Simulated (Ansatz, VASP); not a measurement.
This is a calculation of Sn for VASP 6.6.1.

INCAR

```
SYSTEM = Sn
PREC     = Accurate       ! precision mode
ENCUT    = 520            ! plane-wave cutoff, eV
EDIFF    = 1E-7           ! SCF threshold, eV
ISMEAR   = 0              ! smearing method
SIGMA    = 0.022          ! smearing width, eV
LREAL    = .FALSE.        ! projectors in reciprocal space
LASPH    = .TRUE.         ! aspherical terms in the spheres
NELM     = 60             ! most SCF steps
ALGO     = Normal         ! electronic algorithm
ISIF     = 2              ! what is computed and relaxed
LWAVE    = .FALSE.        ! write WAVECAR
LCHARG   = .FALSE.        ! write CHGCAR
GGA      = PE             ! functional
NBANDS   = 21             ! bands
```

File KPOINTS:

```
Automatic mesh
0
G
  7 7 7
  0 0 0
```

The input POSCAR:

```
Sn
1.0
    0.0000000000      3.2333428000      3.2333428000
    3.2333428000      0.0000000000      3.2333428000
    3.2333428000      3.2333428000      0.0000000000
Sn
2
Direct
    0.7500000000      0.7500000000      0.7500000000
    0.5000000000      0.5000000000      0.5000000000
```

Potentials or basis: VASP PAW PBE potentials, release 64 (Sn_d).

Run with:

```console
$ cat potpaw_PBE.64/Sn_d/POTCAR > POTCAR
$ mpirun -np 1 vasp_std > vasp.out
```

Translate it to Ansatz 0.2.0. Potentials there: all-electron LAPW, scalar-relativistic.

As run (the cutoff follows the program's own potentials):

input.yaml

```yaml
crystal:
  lattice:
    - [0.0, 3.2333428, 3.2333428]
    - [3.2333428, 0.0, 3.2333428]
    - [3.2333428, 3.2333428, 0.0]
  atoms:
    - { symbol: Sn, position: [0.75, 0.75, 0.75] }
    - { symbol: Sn, position: [0.5, 0.5, 0.5] }
kpoints:
  mp_grid: { grid: [7, 7, 7] }
scf:
  occupations: { method: gaussian, width: 0.022 }
hamiltonian:
  xc: pbe
  pseudopotentials: { kind: all_electron, lapw: { basis_error: 0.001 } }
output:
  forces: true
  stress: true
  eigenvalues: true
```

Potentials or basis: all-electron LAPW, scalar-relativistic.

The run is started by

```sh
$ ansatz run input.yaml --threads 1 --pin off --max-ram 3072MiB --backend cpu --events-out ev --progress --plain --runs-dir out
```

Both were run:

|  | VASP | Ansatz | Ansatz less VASP |
| --- | --- | --- | --- |
| gap on the k mesh at the Fermi level (eV) | none | none | - |
| pressure (GPa) | 3.8 | 3.8 | +0.06 |

A gap of «none» marks a metal or a gap that the smearing closes. Ansatz ran all-electron here, and VASP with PAW potentials.
